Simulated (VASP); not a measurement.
Crystal: Ge2Sb2S.

```
CELL_PARAMETERS angstrom
4.56134 0.00000 0.00000
-2.28067 3.95024 0.00000
0.00000 0.00000 7.83912
ATOMIC_POSITIONS crystal
Ge 0.33333 0.66667 0.26217
Ge 0.66667 0.33333 0.73783
Sb 0.33333 0.66667 0.62930
Sb 0.66667 0.33333 0.37070
S 0.00000 0.00000 0.00000
```

The cell was built from a structure type or drawn by symmetry, and may not be a known phase.

| Property | Result |
| --- | --- |
| Program | VASP 6.6.1 |
| Task | relaxation of cell and atoms |
| Functional | PBE |
| Potentials or basis | VASP PAW PBE potentials, release 64 (Ge_d, Sb, S) |
| Cutoff | 600 eV |
| k mesh | 6 × 6 × 2 |
| Occupations | gaussian, width 0.1 eV |
| Spin | no spin polarisation |

At the start: pressure -0.1 GPa; volume 28.25 Å³/atom.

Where does the relaxation end?

Over 20 steps the energy falls by 349.0 meV/atom and the volume is 23.69 Å³/atom (-16.1 %); space group P-3m1 (No. 164, to 0.1 Å) before and after.

The path:
| step | energy change (eV) | largest force (eV/Å) | pressure (GPa) | volume (Å³) |
| --- | --- | --- | --- | --- |
| 1 | 0.0000 | 1.5158 | -0.14 | 141.25 |
| 2 | -0.2432 | 1.3030 | -1.08 | 140.75 |
| 3 | -0.7334 | 0.8709 | -2.98 | 139.23 |
| 4 | -0.7640 | 0.5859 | -3.81 | 136.08 |
| 5 | -0.9061 | 0.6321 | -3.91 | 137.50 |
| 6 | -1.0747 | 0.8454 | -1.41 | 128.18 |
| 7 | -1.0901 | 0.9349 | -0.31 | 124.98 |
| 8 | -1.1607 | 0.8828 | -0.34 | 124.23 |
| 9 | -1.3597 | 0.8419 | -0.27 | 121.95 |
| 10 | -1.6190 | 0.2809 | 1.37 | 117.23 |
| 11 | -1.6134 | 0.6722 | 3.04 | 115.00 |
| 12 | -1.6333 | 0.2976 | 1.97 | 116.38 |
| 13 | -1.7046 | 0.3038 | 0.68 | 118.45 |
| 14 | -1.7166 | 0.3986 | 0.10 | 119.52 |
| 15 | -1.7169 | 0.4183 | -0.02 | 119.75 |
| 16 | -1.7323 | 0.2657 | -0.15 | 119.60 |
| 17 | -1.7439 | 0.0401 | -0.32 | 119.31 |
| 18 | -1.7440 | 0.0415 | -0.34 | 119.28 |
| 19 | -1.7441 | 0.0422 | -0.33 | 119.27 |
| 20 | -1.7449 | 0.0363 | 0.06 | 118.45 |

Final structure:
```cif
data_structure
_symmetry_space_group_name_H-M 'P 1'
_symmetry_Int_Tables_number 1
_cell_length_a 3.9324
_cell_length_b 3.9324
_cell_length_c 8.8448
_cell_angle_alpha 90.000
_cell_angle_beta 90.000
_cell_angle_gamma 120.000
_cell_volume 118.45
loop_
_atom_site_label
_atom_site_type_symbol
_atom_site_fract_x
_atom_site_fract_y
_atom_site_fract_z
_atom_site_occupancy
Ge1 Ge 0.33333 0.66667 0.17936 1
Ge2 Ge 0.66667 0.33333 0.82064 1
Sb1 Sb 0.33333 0.66667 0.61743 1
Sb2 Sb 0.66667 0.33333 0.38257 1
S1 S 0.00000 0.00000 0.00000 1
```

Caveat: the k points lie up to 0.36 Å⁻¹ apart in the final cell, too coarse for converged energies and pressures of a metal; the volume moved by over 15 % at a fixed basis, so the end points are rough.
